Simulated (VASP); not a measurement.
A run of VASP 6.6.1 is set up as follows.

Contents of INCAR:

```
  PREC = Accurate
  ENCUT = 520
  EDIFF = 1E-6
  ISMEAR = -1
  SIGMA = 0.15
  LREAL = False
  LASPH = True
  NELM = 100
  ALGO = Normal
  ISIF = 2
  LWAVE = False
  LCHARG = False
  GGA = CA
  NBANDS = 15
```

KPOINTS

```
regular mesh
0
Gamma
  14 14 14
```

The input POSCAR:

```
TiC
1.0
    0.0000000000      2.1305954679      2.1305954679
    2.1305954679      0.0000000000      2.1305954679
    2.1305954679      2.1305954679      0.0000000000
Ti C
1 1
Direct
    0.0000000000      0.0000000000      0.0000000000
    0.5000000000      0.5000000000      0.5000000000
```

Potentials or basis: VASP PAW LDA potentials, release 64 (Ti_sv, C).

The run is started by

```bash
$ cat potpaw_LDA.64/Ti_sv/POTCAR potpaw_LDA.64/C/POTCAR > POTCAR
$ mpirun -np 1 vasp_std > vasp.out
```

**Question.** Predict the pressure.

**Answer.** 0.7 GPa.

**Question.** Predict the band gap on the k mesh.

**Answer.** Zero (band 8 reaches 10.47 eV, above the bottom of band 9 at 9.42 eV).
